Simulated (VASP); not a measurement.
# Sn2TeO (P4/mmm) in VASP: settings compared

Aim: see how the results for Sn2TeO move with the level of theory and the settings. Levels: PBE, PBE+D3(BJ). Tasks: single point.

Everything below comes from runs of VASP 6.6.1. Logs are shortened: lines on timing, memory, paths and dates and some standing lists are left out, and cuts for length are marked.

## Step 1: The cell of the first run

Symmetry: P4/mmm, No. 123, tetragonal system. The conventional cell has a = 4.221 Å, b = 4.221 Å, c = 5.973 Å, α = 90.00°, β = 90.00°, γ = 90.00°. Within 3.9 Å of Sn (site symmetry 4/mmm) lie 4 Te at 2.98 Å and 2 O at 2.99 Å. Sn (site symmetry 4/mmm) has 4 O at 2.98 Å and 2 Te at 2.99 Å within 3.9 Å. Te (site symmetry 4/mmm) has 6 Sn at 2.98 to 2.99 Å within 3.9 Å. O (site symmetry 4/mmm) has 6 Sn at 2.98 to 2.99 Å within 3.9 Å.

## Step 2: Single point, PBE

File INCAR:

```
SYSTEM = Sn2TeO
PREC = Accurate
ENCUT = 600
EDIFF = 1E-6
ISMEAR = 0
SIGMA = 0.1
LREAL = .FALSE.
LASPH = .TRUE.
NELM = 120
ALGO = Normal
ISIF = 2
LWAVE = .FALSE.
LCHARG = .FALSE.
GGA = PE
NBANDS = 28
GGA_COMPAT = .FALSE.
```

File KPOINTS:

```
Automatic mesh
0
G
  4 4 4
  0 0 0
```

File POSCAR:

```
Sn2TeO
1.0
    4.2211004100      0.0000000000      0.0000000000
    0.0000000000      4.2211004100      0.0000000000
    0.0000000000      0.0000000000      5.9733071900
Sn Te O
2 1 1
Direct
    0.0000000000      0.0000000000      0.5000000000
    0.5000000000      0.5000000000      0.0000000000
    0.5000000000      0.5000000000      0.5000000000
    0.0000000000      0.0000000000      0.0000000000
```

Potentials or basis: VASP PAW PBE potentials, release 64 (Sn_d, Te, O).

Started as:

```sh
$ cat potpaw_PBE.64/Sn_d/POTCAR potpaw_PBE.64/Te/POTCAR potpaw_PBE.64/O/POTCAR > POTCAR
$ mpirun -np 1 vasp_std > vasp.out
```

OUTCAR:

```text
SYSTEM = Sn2TeO
   PREC = Accurate
   ENCUT = 600
   EDIFF = 1E-6
   ISMEAR = 0
   LREAL = .FALSE.
   LASPH = .TRUE.
   NELM = 120
   ISIF = 2
   GGA = PE

 ion  position               nearest neighbor table
   1  0.000  0.000  0.500-   3 2.98   3 2.98   3 2.98   3 2.98
   2  0.500  0.500  0.000-   3 2.99   3 2.99
   3  0.500  0.500  0.500-   1 2.98   1 2.98   1 2.98   1 2.98   2 2.99   2 2.99
   4  0.000  0.000  0.000-

  LATTYP: Found a simple tetragonal cell.
 ALAT       =     4.2211004100
 C/A-ratio  =     1.4151066333

  Lattice vectors:

 A1 = (   4.2211004100,   0.0000000000,   0.0000000000)
 A2 = (   0.0000000000,   4.2211004100,   0.0000000000)
 A3 = (   0.0000000000,   0.0000000000,   5.9733071900)

Analysis of symmetry for initial positions (statically):
=====================================================================
 Subroutine PRICEL returns:
 Original cell was already a primitive cell.

 Routine SETGRP: Setting up the symmetry group for a
 simple tetragonal supercell.

 Subroutine GETGRP returns: Found 16 space group operations
 (whereof 16 operations were pure point group operations)
 out of a pool of 16 trial point group operations.

The static configuration has the point symmetry D_4h.

Analysis of symmetry for dynamics (positions and initial velocities):
=====================================================================
 Subroutine PRICEL returns:
 Original cell was already a primitive cell.

 Routine SETGRP: Setting up the symmetry group for a
 simple tetragonal supercell.

 Subroutine GETGRP returns: Found 16 space group operations
 (whereof 16 operations were pure point group operations)
 out of a pool of 16 trial point group operations.

The dynamic configuration has the point symmetry D_4h.

 Subroutine INISYM returns: Found 16 space group operations
 (whereof 16 operations are pure point group operations),
 and found     1 'primitive' translations

----------------------------------------------------------------------------------------

                                     Primitive cell

  volume of cell :     106.4305

  direct lattice vectors                    reciprocal lattice vectors
     4.221100410  0.000000000  0.000000000     0.236905049  0.000000000  0.000000000
     0.000000000  4.221100410  0.000000000     0.000000000  0.236905049  0.000000000
     0.000000000  0.000000000  5.973307190     0.000000000  0.000000000  0.167411447

  length of vectors
     4.221100410  4.221100410  5.973307190     0.236905049  0.236905049  0.167411447

  position of ions in fractional coordinates (direct lattice)
     0.000000000  0.000000000  0.500000000
     0.500000000  0.500000000  0.000000000
     0.500000000  0.500000000  0.500000000
     0.000000000  0.000000000  0.000000000

  ion indices of the primitive-cell ions
   primitive index   ion index
                 1           1
                 2           2
                 3           3
                 4           4

----------------------------------------------------------------------------------------

 KPOINTS: Automatic mesh

Automatic generation of k-mesh.
 Grid dimensions read from file:
 generate k-points for:    4    4    4

 Generating k-lattice:

  Cartesian coordinates                     Fractional coordinates (reciprocal lattice)
     0.059226262  0.000000000  0.000000000     0.250000000  0.000000000  0.000000000
     0.000000000  0.059226262  0.000000000     0.000000000  0.250000000  0.000000000
     0.000000000  0.000000000  0.041852862     0.000000000  0.000000000  0.250000000

  Length of vectors
     0.059226262  0.059226262  0.041852862

  Shift w.r.t. Gamma in fractional coordinates (k-lattice)
     0.000000000  0.000000000  0.000000000

 Subroutine IBZKPT returns following result:
 ===========================================

 Found     18 irreducible k-points:

 Following reciprocal coordinates:
            Coordinates               Weight
  0.000000  0.000000  0.000000      1.000000
  0.250000  0.000000  0.000000      4.000000
  0.500000  0.000000  0.000000      2.000000
  0.250000  0.250000  0.000000      4.000000
  0.500000  0.250000  0.000000      4.000000
  0.500000  0.500000  0.000000      1.000000
[... 10 lines left out ...]
  0.500000  0.250000  0.500000      4.000000
  0.500000  0.500000  0.500000      1.000000
   k-points           NKPTS =     18   k-points in BZ     NKDIM =     18   number of bands    NBANDS=     28
   number of dos      NEDOS =    301   number of ions     NIONS =      4
   total plane-waves  NPLWV =  62208
   dimension x,y,z NGX =    36 NGY =   36 NGZ =   48
   dimension x,y,z NGXF=    72 NGYF=   72 NGZF=   96
   ions per type =               2   1   1
   NGX,Y,Z   is equivalent  to a cutoff of  14.18, 14.18, 13.36 a.u.
   NGXF,Y,Z  is equivalent  to a cutoff of  28.36, 28.36, 26.72 a.u.
 SYSTEM =  Sn2TeO
   PREC   = accura    normal or accurate (medium, high low for compatibility)
   ISTART =      0    job   : 0-new  1-cont  2-samecut
   ICHARG =      2    charge: 1-file 2-atom 10-const
   ISPIN  =      1    spin polarized calculation?
   LNONCOLLINEAR =      F non collinear calculations
   LSORBIT =      F    spin-orbit coupling
   LASPH  =      T    aspherical Exc in radial PAW
   ENCUT  =  600.0 eV  44.10 Ry    6.64 a.u.   8.43  8.43 11.93*2*pi/ulx,y,z
   NELM   =    120;   NELMIN=  2; NELMDL= -5     # of ELM steps
   EDIFF  = 0.1E-05   stopping-criterion for ELM
   LREAL  =      F    real-space projection
   EDIFFG = 0.1E-04   stopping-criterion for IOM
   NSW    =      0    number of steps for IOM
   IBRION =     -1    ionic relax: 0-MD 1-quasi-New 2-CG
   NFREE  =      0    steps in history (QN), initial steepest desc. (CG)
   ISIF   =      2    stress and relaxation
   ISYM   =      2    0-nonsym 1-usesym 2-fastsym
   POTIM  = 0.5000    time-step for ionic-motion
   TEBEG  =    0.0;   TEEND  =   0.0 temperature during run
   PSTRESS=    0.0 pullay stress
   NELECT =      40.0000    total number of electrons
   NUPDOWN=      -1.0000    fix difference up-down
   EMIN   =  10.00;   EMAX   =-10.00  energy-range for DOS
   EFERMI =   0.00;   METHOD = LEGACY
   ISMEAR =     0;   SIGMA  =   0.10  broadening in eV -4-tet -1-fermi 0-gaus
   EFERMI_NEDOS =   21; number of points for ismear=-14 and -15
   IALGO  =     38    algorithm
   IMIX   =      4    mixing-type and parameters
     AMIX     =   0.40;   BMIX     =  1.00
     AMIX_MAG =   1.60;   BMIX_MAG =  1.00
  volume/ion in A,a.u.               =      26.61       179.56
  Fermi-wavevector in a.u.,A,eV,Ry     =   1.181425  2.232569 18.990530  1.395765
  Thomas-Fermi vector in A             =   2.317699
   LORBIT       =      0    0 simple, 1 ext, 2 COOP (PROOUT), +10 PAW based schemes
   GGA     = PE    functional components
   LHFCALC =     F    Hartree Fock is set to
   AEXX    =    0.0000 exact exchange contribution
   IVDW    =     0    specifies the selected vdW correction
   LEPSILON=     F    determine dielectric tensor
   LRPA    =     F    only Hartree local field effects (RPA)
 non-spin polarized calculation
 Gauss-broadening in eV      SIGMA  =   0.10
  energy-cutoff  :      600.00
  volume of cell :      106.43
 maximum number of plane-waves:      3579
 NGX is ok and might be reduce to    36
   NGX = 17   NGY = 17   NGZ = 23

 number of electron      39.9999996 magnetization

 Free energy of the ion-electron system (eV)
  ---------------------------------------------------
  ext. energy  EPLUGINS =         0.00000000
  ---------------------------------------------------
  free energy    TOTEN  =       -16.06806767 eV

  energy without entropy =      -16.06396539  energy(sigma->0) =      -16.06601653

 E-fermi :   5.9110     XC(G=0):  -9.4244

 val. band max:        5.7248955227   @ k =   0.5000   0.5000   0.5000
 cond. band min:       5.9159602563   @ k =   0.5000   0.2500   0.5000
 fundamental gap:      0.1910647336
 Fermi energy:         5.9109563644

 k-point     1 :       0.0000    0.0000    0.0000
  band No.  band energies     occupation
      1     -16.0633      2.00000
      2     -16.0541      2.00000
      3     -16.0422      2.00000
      4     -16.0300      2.00000
      5     -16.0300      2.00000
      6     -15.9477      2.00000
[... 20 lines left out ...]
     27      11.9085      0.00000
     28      12.1169      0.00000

 k-point     2 :       0.2500    0.0000    0.0000
  band No.  band energies     occupation
      1     -16.0702      2.00000
      2     -16.0496      2.00000
      3     -16.0344      2.00000
      4     -16.0321      2.00000
      5     -16.0295      2.00000
      6     -15.9465      2.00000
[... 20 lines left out ...]
     27      11.8704      0.00000
     28      12.0796      0.00000

 k-point     3 :       0.5000    0.0000    0.0000
  band No.  band energies     occupation
      1     -16.0772      2.00000
      2     -16.0468      2.00000
      3     -16.0342      2.00000
      4     -16.0290      2.00000
      5     -16.0247      2.00000
      6     -15.9456      2.00000
[... 20 lines left out ...]
     27      13.1366      0.00000
     28      13.2636      0.00000

 k-point     4 :       0.2500    0.2500    0.0000
  band No.  band energies     occupation
      1     -16.0796      2.00000
      2     -16.0417      2.00000
      3     -16.0322      2.00000
      4     -16.0316      2.00000
      5     -16.0306      2.00000
      6     -15.9439      2.00000
[... 392 lines left out ...]
     27      12.7036      0.00000
     28      13.3131      0.00000

 k-point    17 :       0.5000    0.2500    0.5000
  band No.  band energies     occupation
      1     -16.0872      2.00000
      2     -16.0369      2.00000
      3     -16.0341      2.00000
      4     -16.0313      2.00000
      5     -16.0220      2.00000
      6     -15.9412      2.00000
[... 20 lines left out ...]
     27      12.9695      0.00000
     28      13.2429      0.00000

 k-point    18 :       0.5000    0.5000    0.5000
  band No.  band energies     occupation
      1     -16.0966      2.00000
      2     -16.0331      2.00000
      3     -16.0331      2.00000
      4     -16.0285      2.00000
      5     -16.0192      2.00000
      6     -15.9398      2.00000
[... 20 lines left out ...]
     27      12.7764      0.00000
     28      12.7764      0.00000

------------------------ aborting loop because EDIFF is reached ----------------------------------------

  FORCE on cell =-STRESS in cart. coord.  units (eV):
  Direction    XX          YY          ZZ          XY          YZ          ZX
  --------------------------------------------------------------------------------------
  -------------------------------------------------------------------------------------
  Total       -1.3246507     -1.3246507      0.2360225      0.0000000     -0.0000000      0.0000000
  in kB      -19.9409455    -19.9409455      3.5530217      0.0000000     -0.0000000      0.0000000
  external PRESSURE =     -12.1096231 kB  Pullay stress =       0.0000000 kB

 VOLUME and BASIS-vectors are now :
 -----------------------------------------------------------------------------
  energy-cutoff  :      600.00
  volume of cell :      106.43
      direct lattice vectors                 reciprocal lattice vectors
     4.221100410  0.000000000  0.000000000     0.236905049  0.000000000  0.000000000
     0.000000000  4.221100410  0.000000000     0.000000000  0.236905049  0.000000000
     0.000000000  0.000000000  5.973307190     0.000000000  0.000000000  0.167411447

 POSITION                                       TOTAL-FORCE (eV/Angst)
 -----------------------------------------------------------------------------------
      0.00000      0.00000      2.98665         0.000000      0.000000      0.000000
      2.11055      2.11055      0.00000         0.000000      0.000000      0.000000
      2.11055      2.11055      2.98665         0.000000      0.000000      0.000000
      0.00000      0.00000      0.00000         0.000000      0.000000      0.000000
 -----------------------------------------------------------------------------------
    total drift:                                0.000000      0.000000      0.000000

  FREE ENERGIE OF THE ION-ELECTRON SYSTEM (eV)
  ---------------------------------------------------
  free  energy   TOTEN  =       -16.0680676706 eV

  energy  without entropy=      -16.0639653930  energy(sigma->0) =      -16.06601653
```

Run time: 1.8 min. Hardware: 1 thread of Intel Xeon 8259CL, shared host; peak memory 0.27 GiB.

What came out:

```
Free energy            : -16.0681 eV
Pressure               : -1.2 GPa
Band gap on the k mesh : zero (band 20 reaches 6.02 eV, above the bottom of band 21 at 5.92 eV)
```

Stress tensor (GPa, compression positive):
```
-1.99  0.00  0.00
 0.00 -1.99  0.00
 0.00  0.00  0.36
```

Caveat: the k points lie up to 0.37 Å⁻¹ apart; spin-orbit coupling is left out, which moves the levels of the heavy elements.

(Part 1 of 2 ends here.)
